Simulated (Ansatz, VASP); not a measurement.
## Two plane-wave programs on HfB

```
CELL_PARAMETERS angstrom
0.00000 2.24070 2.24070
2.24070 0.00000 2.24070
2.24070 2.24070 0.00000
ATOMIC_POSITIONS crystal
Hf 0.50000 0.50000 0.50000
B 0.00000 0.00000 0.00000
```

Change from the starting cell: strain -0.030 along x and y, -0.030 along z, atoms carried along.

Alike in both runs: task single point; functional PBE; k mesh 18 × 18 × 18; occupations gaussian, width 0.15 eV; no spin polarisation.

|  | VASP | Ansatz |
| --- | --- | --- |
| version | VASP 6.6.1 | Ansatz 0.2.0 |
| potentials or method | VASP PAW PBE potentials, release 64 (Hf_pv, B), cutoff 520 eV | scalar-relativistic, plane waves, PAW |
| valence electrons in the cell | 13 | 29 |

|  | VASP | Ansatz | Ansatz less VASP |
| --- | --- | --- | --- |
| gap on the k mesh at the Fermi level (eV) | none | none | - |
| pressure (GPa) | 61.0 | 59.2 | -1.84 |

A gap of «none» marks a metal or a gap that the smearing closes. Both programs put the cell under a high pressure, so it lies far from rest at this level. VASP's potentials hold 13 valence electrons a cell and Ansatz's 29, so a difference there can come from the potentials and not from the codes.

Neither program's run includes spin-orbit coupling. Noted on VASP's run: the cell as given lies far from equilibrium.
